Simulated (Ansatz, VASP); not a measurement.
Two plane-wave programs on TaSi2

File INCAR:

```
SYSTEM = TaSi2
PREC = Accurate
ENCUT = 520
EDIFF = 1E-6
ISMEAR = 0
SIGMA = 0.15
LREAL = .FALSE.
LASPH = .TRUE.
NELM = 60
ALGO = Normal
ISIF = 2
LWAVE = .FALSE.
LCHARG = .FALSE.
GGA = PS
NBANDS = 38
```

KPOINTS

```
regular mesh
0
G
  12 12 6
  0 0 0
```

File POSCAR:

```
TaSi2
1.0
    4.9989025085      0.0000000000      0.0000000000
   -2.4994512542      4.3291765634      0.0000000000
    0.0000000000      0.0000000000      6.2279949422
Ta Si
3 6
Direct
    0.5000000000      0.0000000000      0.5000000000
    0.5000000000      0.5000000000      0.8333333333
    0.0000000000      0.5000000000      0.1666666667
    0.1592675430      0.3185350860      0.5000000000
    0.8407324570      0.1592675430      0.8333333333
    0.6814649140      0.8407324570      0.1666666667
    0.8407324570      0.6814649140      0.5000000000
    0.1592675430      0.8407324570      0.8333333333
    0.3185350860      0.1592675430      0.1666666667
```

Input for Ansatz:

```yaml
crystal:
  lattice:
    - [4.9989025085, 0.0, 0.0]
    - [-2.4994512542, 4.3291765634, 0.0]
    - [0.0, 0.0, 6.2279949422]
  atoms:
    - { symbol: Ta, position: [0.5, 0.0, 0.5] }
    - { symbol: Ta, position: [0.5, 0.5, 0.8333333333] }
    - { symbol: Ta, position: [0.0, 0.5, 0.1666666667] }
    - { symbol: Si, position: [0.159267543, 0.318535086, 0.5] }
    - { symbol: Si, position: [0.840732457, 0.159267543, 0.8333333333] }
    - { symbol: Si, position: [0.681464914, 0.840732457, 0.1666666667] }
    - { symbol: Si, position: [0.840732457, 0.681464914, 0.5] }
    - { symbol: Si, position: [0.159267543, 0.840732457, 0.8333333333] }
    - { symbol: Si, position: [0.318535086, 0.159267543, 0.1666666667] }
basis:
  ecutwfc: 420
kpoints:
  mp_grid: { grid: [12, 12, 6] }
hamiltonian:
  xc: pbesol
scf:
  occupations: { method: gaussian, width: 0.15 }
output:
  forces: true
  stress: true
  eigenvalues: true
```

Change from the starting cell: strain +0.050 along x and y, -0.050 along z, atoms carried along.

Alike in both runs: task single point; functional PBEsol; k mesh 12 × 12 × 6; occupations gaussian, width 0.15 eV; no spin polarisation.

```csv
,VASP,Ansatz
version,VASP 6.6.1,Ansatz 0.2.0
potentials or method,"VASP PAW PBE potentials, release 64 (Ta_pv, Si), cutoff 520 eV","scalar-relativistic, plane waves, PAW"
valence electrons in the cell,57,63
```

```tsv
	VASP	Ansatz	Ansatz less VASP
gap on the k mesh at the Fermi level (eV)	none	none	-
pressure (GPa)	-3.6	-3.8	-0.25
traceless stress, the component that is largest in VASP (GPa)	20.81	20.73	-0.079
rms of the force components (eV/Å)	0.080	0.077	-0.0030
```

VASP's potentials were made for PBE, not for PBEsol. Atom by atom the forces differ by 0.003 eV/Å (rms over components). A gap of «none» marks a metal or a gap that the smearing closes. VASP's potentials hold 57 valence electrons a cell and Ansatz's 63, so a difference there can come from the potentials and not from the codes.

Spin-orbit coupling is off throughout.
